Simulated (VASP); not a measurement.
Wanted: the native input for a VASP 6.6.1 run.

| Property | Result |
| --- | --- |
| Task | single point |
| Functional | PBE |
| Potentials or basis | VASP PAW PBE potentials, release 64 (Cs_sv, Zn, Mg) |
| Cutoff | 520 eV |
| k mesh | 5 × 5 × 5 |
| Occupations | fermi-dirac, width 0.05 eV |
| Spin | no spin polarisation |
| Dipole correction | no |
| Further INCAR settings | ALGO = Fast; EDIFF = 1e-07; NBANDS = 26 |

The structure of CsMg6Zn lies in POSCAR:

```
CsMg6Zn
1.0
    5.2262050000      0.0000000000      0.0000000000
    0.0000000000      2.9764350000      9.1961420000
    0.0000000000     -2.9764350000      9.1961420000
Cs Zn Mg
1 1 6
Direct
    0.5048380000      0.7091000000      0.7144520000
    0.5086320000      0.0603750000      0.0697270000
   -0.0046130000      0.8927220000      0.8852510000
   -0.0028380000      0.3823100000      0.3907520000
   -0.0021960000      0.2906160000      0.7961630000
    0.0050930000      0.7932060000      0.2885950000
    0.5070540000      0.1764890000      0.6883730000
    0.4978980000      0.6831630000      0.1772240000
```

This cell differs from its parent crystal: atoms moved at random.

One way to write it, as run:

INCAR

```
PREC = Accurate ; ENCUT = 520
EDIFF = 1E-7 ; ISMEAR = -1
SIGMA = 0.05 ; LREAL = False
LASPH = True ; NELM = 60
ALGO = Fast ; ISIF = 2
LWAVE = False ; LCHARG = False
GGA = PE ; NBANDS = 26
```

KPOINTS

```
regular mesh
0
Gamma
  5 5 5
```

Potentials or basis: VASP PAW PBE potentials, release 64 (Cs_sv, Zn, Mg).

Launch:

```sh
$ cat potpaw_PBE.64/Cs_sv/POTCAR potpaw_PBE.64/Zn/POTCAR potpaw_PBE.64/Mg/POTCAR > POTCAR
$ mpirun -np 1 vasp_std > vasp.out
```

Results of the run:

The pressure is -0.1 GPa. The largest force is 0.319 eV/Å and the band gap on the k mesh is zero (an odd number of electrons rules out a gap without spin polarisation).

Caveat: the cell differs from its parent crystal (atoms moved at random); spin-orbit coupling is left out, which moves the levels of the heavy elements.

Wall time 22 min on 1 thread of Intel Xeon 8259CL (shared host), peak memory 0.83 GiB.
